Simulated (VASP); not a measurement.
Runs of VASP 6.6.1 on As. The structure is that of space group Fd-3m (No. 227), or close to it. The cells are those of the table. This isn't the form of As at room conditions, which is rhombohedral.

```csv
task,cell,cutoff (eV),gap on the mesh (eV),pressure (GPa)
relaxation of cell and atoms,"relaxed from a = 4.292 Å, angles 60.0°, 2 atoms",600,none,-0.1
single point,"a = 3.955 Å, angles 60.0°, 2 atoms",520,none,(a)
relaxation of cell and atoms,"relaxed to 5 GPa from a = 4.292 Å, angles 60.0°, 2 atoms",600,none,5.0
single point,"a = 4.177 Å, angles 60.0°, 2 atoms",520,none,5.1
single point,"a = 4.299 Å, angles 60.0°, 2 atoms",520,none,0.0
relaxation of cell and atoms,"relaxed to 20 GPa from a = 4.292 Å, angles 60.0°, 2 atoms",600,none,19.9
relaxation of cell and atoms,"relaxed to 10 GPa from a = 4.292 Å, angles 60.0°, 2 atoms",600,none,10.0
single point,"a = 4.088 Å, angles 60.0°, 2 atoms",520,none,10.1
```

Alike in all rows: level r2SCAN; potentials or basis VASP PAW PBE potentials, release 64 (As); no spin polarisation; k mesh 7 × 7 × 7; smearing gaussian 0.1 eV.

Problem. Fill in the values left out.

Solution. (a) 20.3.

Caveats: the PAW data sets were made with another functional, which shifts forces and pressure a little; the cell stands under pressure (at least some runs); the cell is relaxed towards a set pressure, so the run minimises the enthalpy, not the energy (at least some runs).

A k mesh can miss the band edges, and the runs leave out spin-orbit coupling on As.

A gap of «none» marks levels without a gap at the run's occupations.
